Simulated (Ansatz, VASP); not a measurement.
## Two plane-wave programs on W

The input INCAR:

```
ALGO = Fast ; EDIFF = 1E-6
ENCUT = 520 ; GGA = PS
ISIF = 2 ; ISMEAR = 0
LASPH = T ; LCHARG = F
LREAL = F ; LWAVE = F
NBANDS = 13 ; NELM = 80
PREC = Accurate ; SIGMA = 0.15
```

Contents of KPOINTS:

```
k-points
0
Gamma
  26 26 26
```

The input POSCAR:

```
W
1.0
    0.0000000000      1.9989957669      1.9690108304
    1.9989957669      0.0000000000      1.9690108304
    1.9989957669      1.9989957669      0.0000000000
W
1
Direct
    0.0000000000      0.0000000000      0.0000000000
```

Input for Ansatz:

```yaml
crystal:
  lattice:
    - [0.0, 1.9989957669, 1.9690108304]
    - [1.9989957669, 0.0, 1.9690108304]
    - [1.9989957669, 1.9989957669, 0.0]
  atoms:
    - { symbol: W, position: [0.0, 0.0, 0.0] }
basis:
  ecutwfc: 420
kpoints:
  mp_grid: { grid: [26, 26, 26] }
hamiltonian:
  xc: pbesol
scf:
  occupations: { method: gaussian, width: 0.15 }
output:
  forces: true
  stress: true
  eigenvalues: true
  write_density: true
  write_potential: true
  elf: true
  volumetric_format: npy
```

Change from the starting cell: strain +0.000 along x and y, -0.015 along z, atoms carried along.

Alike in both runs: task single point; functional PBEsol; k mesh 26 × 26 × 26; occupations gaussian, width 0.15 eV; no spin polarisation.

|  | VASP | Ansatz |
| --- | --- | --- |
| version | VASP 6.6.1 | Ansatz 0.2.0 |
| potentials or method | VASP PAW PBE potentials, release 64 (W_sv), cutoff 520 eV | scalar-relativistic, plane waves, PAW |
| valence electrons in the cell | 14 | 14 |

Ansatz gave:

```
gap on the k mesh at the Fermi level (eV)                     : none
pressure (GPa)                                                : 4.6
traceless stress, the component that is largest in VASP (GPa) : -3.38
```

Which values does VASP return?

gap on the k mesh at the Fermi level (eV): none; pressure (GPa): 5.4; traceless stress, the component that is largest in VASP (GPa): -3.43.

VASP's potentials were made for PBE, not for PBEsol. A gap of «none» marks a metal or a gap that the smearing closes.

Spin-orbit coupling is off throughout.
